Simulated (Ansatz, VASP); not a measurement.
## BN: VASP beside Ansatz

File INCAR:

```
PREC = Accurate
ENCUT = 520
EDIFF = 1E-7
ISMEAR = -1
SIGMA = 0.05
LREAL = F
LASPH = T
NELM = 80
ALGO = Normal
ISIF = 2
LWAVE = F
LCHARG = T
GGA = PE
LELF = T
LVHAR = T
NBANDS = 11
```

The input KPOINTS:

```
Automatic mesh
0
Gamma
  15 15 15
```

Contents of POSCAR:

```
BN
1.0
    0.0000000000      1.8123519188      1.8123519188
    1.8123519188      0.0000000000      1.8123519188
    1.8123519188      1.8123519188      0.0000000000
B N
1 1
Direct
    0.0000000000      0.0000000000      0.0000000000
    0.2500000000      0.2500000000      0.2500000000
```

Input for Ansatz:

```yaml
crystal:
  lattice:
    - [0.0, 1.8123519188, 1.8123519188]
    - [1.8123519188, 0.0, 1.8123519188]
    - [1.8123519188, 1.8123519188, 0.0]
  atoms:
    - { symbol: B, position: [0.0, 0.0, 0.0] }
    - { symbol: "N", position: [0.25, 0.25, 0.25] }
kpoints:
  mp_grid: { grid: [15, 15, 15] }
  band_path:
    path:
      - [0.0, 0.0, 0.0]
      - [-0.5, -0.5, 0.0]
      - [-0.375, -0.375, 0.25]
      - [-0.375, 0.0, 0.375]
      - [0.0, 0.0, 0.0]
      - [0.0, 0.0, 0.5]
      - [-0.5, -0.25, 0.25]
      - [-0.5, -0.5, 0.0]
    npoints: 8
scf:
  occupations: { method: fermi_dirac, width: 0.05 }
hamiltonian:
  xc: pbe
  pseudopotentials: { kind: paw }
output:
  forces: true
  stress: true
  eigenvalues: true
  populations: true
  dos: { projected: true, de: 0.2, e_range: [-14, 8] }
  write_density: true
  write_potential: true
  elf: true
  volumetric_format: npy
```

Change from the starting cell: volume scaled by 1, PAW files.

Alike in both runs: task single point; functional PBE; k mesh 15 × 15 × 15; occupations fermi-dirac, width 0.05 eV; no spin polarisation.

|  | VASP | Ansatz |
| --- | --- | --- |
| version | VASP 6.6.1 | Ansatz 0.2.0 |
| potentials or method | VASP PAW PBE potentials, release 64 (B, N) | PAW with Ansatz's default frozen-core files, scalar-relativistic |
| plane-wave cutoff (eV) | 520 | 420 |
| valence electrons in the cell | 8 | 8 |

VASP gave:

* gap on the k mesh at the Fermi level (eV): 4.51
* pressure (GPa): 0.2

Estimate Ansatz's values.

gap on the k mesh at the Fermi level (eV): 4.52; pressure (GPa): 0.0.
